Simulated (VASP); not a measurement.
# WSe2 (P6_3/mmc) in VASP: further runs, part 2 of 2

VASP 6.6.1.

## 4. Relaxation of shape and atoms at fixed volume, PBE+D3(BJ) (18.06 Å³/atom)

This run uses another cell than the first one, of 18.06 Å³/atom.

The input, INCAR:

```
SYSTEM = WSe2
PREC = Accurate
ENCUT = 600
EDIFF = 1E-6
ISMEAR = 0
SIGMA = 0.02
LREAL = .FALSE.
LASPH = .TRUE.
NELM = 80
ALGO = Normal
ISIF = 4
LWAVE = .FALSE.
LCHARG = .FALSE.
GGA = PE
IVDW = 12
IBRION = 2
NSW = 50
EDIFFG = -0.01
```

The input, KPOINTS:

```
Automatic mesh
0
G
  9 9 2
  0 0 0
```

The input, POSCAR:

```
WSe2
1.0
    3.2021554334      0.0000000000      0.0000000000
   -1.6010777167      2.7731479522      0.0000000000
    0.0000000000      0.0000000000     12.2029104571
W Se
2 4
Direct
    0.3333333333      0.6666666667      0.2500000000
    0.6666666667      0.3333333333      0.7500000000
    0.3333333333      0.6666666667      0.6130370101
    0.6666666667      0.3333333333      0.1130370101
    0.3333333333      0.6666666667      0.8869629899
    0.6666666667      0.3333333333      0.3869629899
```

Run with:

```
> cat potpaw_PBE.64/W_sv/POTCAR potpaw_PBE.64/Se/POTCAR > POTCAR
> mpirun -np 1 vasp_std > vasp.out
```

Run time: 3.5 min. Hardware: 1 thread of Intel Xeon 6975P-C (Granite Rapids), shared host; peak memory 0.32 GiB.

The run converged. Its results:

| Item | Value |
| --- | --- |
| Free energy | -45.7142 eV |
| Energy gained by relaxing | 6.1 meV/atom |
| Ionic steps | 5 |
| Pressure after relaxing | 7.4 GPa |
| Largest force after relaxing | 0.005 eV/Å |
| Band gap on the k mesh | 0.70 eV (least direct gap 1.42 eV) |
| Dispersion energy per atom | -0.525 eV |

Forces on the atoms (eV/Å):
```
W    0.000  0.000  0.000
W    0.000  0.000  0.000
Se   0.000  0.000 -0.005
Se   0.000  0.000 -0.005
Se   0.000  0.000  0.005
Se   0.000  0.000  0.005
```

Step by step:
| step | energy change (eV) | largest force (eV/Å) | pressure (GPa) | volume (Å³) |
| --- | --- | --- | --- | --- |
| 1 | 0.0000 | 0.6067 | 10.40 | 108.36 |
| 2 | -0.0273 | 0.0895 | 7.28 | 108.36 |
| 3 | -0.0294 | 0.0545 | 7.93 | 108.36 |
| 4 | -0.0356 | 0.0213 | 7.57 | 108.36 |
| 5 | -0.0364 | 0.0050 | 7.40 | 108.36 |

Final structure:
```
W Se
1.0
     3.21057    0.00000    0.00000
    -1.60528    2.78043    0.00000
     0.00000    0.00000   12.13903
W Se
2 4
Direct
  0.33333 0.66667 0.25000
  0.66667 0.33333 0.75000
  0.33333 0.66667 0.61041
  0.66667 0.33333 0.11041
  0.33333 0.66667 0.88959
  0.66667 0.33333 0.38959
```

Levels at points of the mesh, in eV from the valence-band top:
```
           k point  band 23  band 24  band 25  band 26  band 27  band 28  band 29  band 30
(0.00, 0.00, 0.00)    -1.46    -1.46    -0.59     0.00     2.52     2.52     2.60     2.60
(0.00, 0.00, 0.50)    -1.53    -1.53    -0.14    -0.14     2.56     2.56     2.56     2.56
```

Caveat: spin-orbit coupling is left out, which moves the levels of the heavy elements; an odd mesh through Γ misses points on the zone boundary, where band edges can lie.

## 5. Relaxation of shape and atoms at fixed volume, PBE+D3(BJ) (18.66 Å³/atom)

This run uses another cell than the first one, of 18.66 Å³/atom.

The input, INCAR:

```
ALGO     = Normal         # electronic algorithm
EDIFF    = 1E-6           # SCF threshold, eV
EDIFFG   = -0.01          # ionic threshold
ENCUT    = 600            # plane-wave cutoff, eV
GGA      = PE             # functional
IBRION   = 2              # ionic algorithm
ISIF     = 4              # what is computed and relaxed
ISMEAR   = 0              # smearing method
IVDW     = 12             # dispersion correction
LASPH    = T              # aspherical terms in the spheres
LCHARG   = F              # write CHGCAR
LREAL    = F              # projectors in reciprocal space
LWAVE    = F              # write WAVECAR
NELM     = 60             # most SCF steps
NSW      = 50             # ionic steps
PREC     = Accurate       # precision mode
SIGMA    = 0.02           # smearing width, eV
```

The input, KPOINTS:

```
k-points
0
Gamma
  9 9 2
```

The input, POSCAR:

```
WSe2
1.0
    3.2261018019      0.0000000000      0.0000000000
   -1.6130509009      2.7938861156      0.0000000000
    0.0000000000      0.0000000000     12.4187695470
W Se
2 4
Direct
    0.3333333333      0.6666666667      0.2500000000
    0.6666666667      0.3333333333      0.7500000000
    0.3333333333      0.6666666667      0.6155944136
    0.6666666667      0.3333333333      0.1155944136
    0.3333333333      0.6666666667      0.8844055864
    0.6666666667      0.3333333333      0.3844055864
```

Run with:

```
> cat potpaw_PBE.64/W_sv/POTCAR potpaw_PBE.64/Se/POTCAR > POTCAR
> mpirun -np 1 vasp_std > vasp.out
```

It took 3.9 min on 1 thread of Intel Xeon 6975P-C (Granite Rapids), shared host; peak memory 0.34 GiB.

It converged, with:

| Property | Result |
| --- | --- |
| Free energy | -45.8429 eV |
| Energy gained by relaxing | 6.2 meV/atom |
| Ionic steps | 5 |
| Pressure after relaxing | 4.3 GPa |
| Largest force after relaxing | 0.005 eV/Å |
| Band gap on the k mesh | 0.80 eV (least direct gap 1.60 eV) |
| Dispersion energy per atom | -0.508 eV |

Forces on the atoms (eV/Å):
```
W    0.000  0.000  0.000
W    0.000  0.000  0.000
Se   0.000  0.000 -0.005
Se   0.000  0.000 -0.005
Se   0.000  0.000  0.005
Se   0.000  0.000  0.005
```

Step by step:
| step | energy change (eV) | largest force (eV/Å) | pressure (GPa) | volume (Å³) |
| --- | --- | --- | --- | --- |
| 1 | 0.0000 | 0.5863 | 7.36 | 111.93 |
| 2 | -0.0273 | 0.0556 | 4.47 | 111.93 |
| 3 | -0.0285 | 0.0534 | 4.96 | 111.93 |
| 4 | -0.0359 | 0.0245 | 4.56 | 111.93 |
| 5 | -0.0373 | 0.0055 | 4.30 | 111.93 |

Final structure:
```
W Se
1.0
     3.23782    0.00000    0.00000
    -1.61891    2.80403    0.00000
     0.00000    0.00000   12.32905
W Se
2 4
Direct
  0.33333 0.66667 0.25000
  0.66667 0.33333 0.75000
  0.33333 0.66667 0.61282
  0.66667 0.33333 0.11282
  0.33333 0.66667 0.88718
  0.66667 0.33333 0.38718
```

Levels at points of the mesh, in eV from the valence-band top:
```tsv
k point	band 22	band 23	band 24	band 25	band 26	band 27	band 28	band 29	band 30	band 31
(0.00, 0.00, 0.00)	-1.47	-1.47	-1.47	-0.70	0.00	2.57	2.57	2.59	2.59	2.70
(0.00, 0.00, 0.50)	-1.53	-1.53	-1.53	-0.17	-0.17	2.57	2.57	2.57	2.57	2.85
```

Caveat: spin-orbit coupling is left out, which moves the levels of the heavy elements; an odd mesh through Γ misses points on the zone boundary, where band edges can lie.

## 6. The runs side by side

| task | cell | k mesh | gap on the mesh (eV) | pressure (GPa) | largest force (eV/Å) |
| --- | --- | --- | --- | --- | --- |
| relaxation of cell and atoms | relaxed from a = 3.290, b = 3.290, c = 12.970 Å, angles 90.0, 90.0, 120.0°, 6 atoms, atomic positions A | 12 × 12 × 2 | 0.89 | 0.0 | - |
| relaxation of shape and atoms at fixed volume | relaxed from a = 3.175, b = 3.175, c = 12.005 Å, angles 90.0, 90.0, 120.0°, 6 atoms, atomic positions B | 9 × 9 × 2 | 0.60 | 11.3 | - |
| relaxation of shape and atoms at fixed volume | relaxed from a = 3.202, b = 3.202, c = 12.203 Å, angles 90.0, 90.0, 120.0°, 6 atoms, atomic positions C | 9 × 9 × 2 | 0.70 | 7.4 | 0.01 |
| relaxation of shape and atoms at fixed volume | relaxed from a = 3.226, b = 3.226, c = 12.419 Å, angles 90.0, 90.0, 120.0°, 6 atoms, atomic positions D | 9 × 9 × 2 | 0.80 | 4.3 | 0.01 |

Alike in all rows: level PBE+D3(BJ); potentials or basis VASP PAW PBE potentials, release 64 (W_sv, Se); no spin polarisation; cutoff (eV) 600; smearing gaussian 0.02 eV.

Caveats: spin-orbit coupling is left out, which moves the levels of the heavy elements; an odd mesh through Γ misses points on the zone boundary, where band edges can lie (at least some runs).

Absolute energies hang on the potentials; compare differences alone.
